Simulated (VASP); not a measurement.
Here is a VASP 6.6.1 calculation.

File INCAR:

```
SYSTEM = WSe2
ALGO = Normal
DIPOL = 0.5 0.5 0.393
EDIFF = 1E-7
ENCUT = 520
GGA = PE
IDIPOL = 3
ISIF = 2
ISMEAR = 0
IVDW = 12
LASPH = .True.
LCHARG = .False.
LDIPOL = .True.
LREAL = .False.
LWAVE = .False.
NBANDS = 35
NELM = 80
PREC = Accurate
SIGMA = 0.05
```

KPOINTS

```
k-points
0
Gamma
  9 9 1
  0 0 0
```

Contents of POSCAR:

```
WSe2
1.0
    3.2854929709      0.0000000000      0.0000000000
   -1.6427464855      2.8453203767      0.0000000000
    0.0000000000      0.0000000000     24.2386466774
Se W
4 2
Direct
    0.3333333333      0.6666666667      0.1856539294
    0.3333333333      0.6666666667      0.3246601777
    1.2222222222     -0.2222222222      0.4620440855
    1.2222222222     -0.2222222222      0.6010503338
    0.6666666667      0.3333333333      0.2551570536
    1.5555555556     -0.5555555556      0.5315472097
```

Potentials or basis: VASP PAW PBE potentials, release 64 (Se, W_sv).

Run with:

```console
$ cat potpaw_PBE.64/Se/POTCAR potpaw_PBE.64/W_sv/POTCAR > POTCAR
$ mpirun -np 1 vasp_std > vasp.out
```

(1) Estimate the largest force.

(2) Estimate the band gap on the k mesh.

(3) Estimate the dispersion energy per atom.

## Answers

(1) 0.126 eV/Å.

(2) 1.48 eV (least direct gap 1.63 eV).

(3) -0.393 eV.

Caveat: the cell differs from its parent crystal (layers slid over each other); spin-orbit coupling is left out, which moves the levels of the heavy elements.
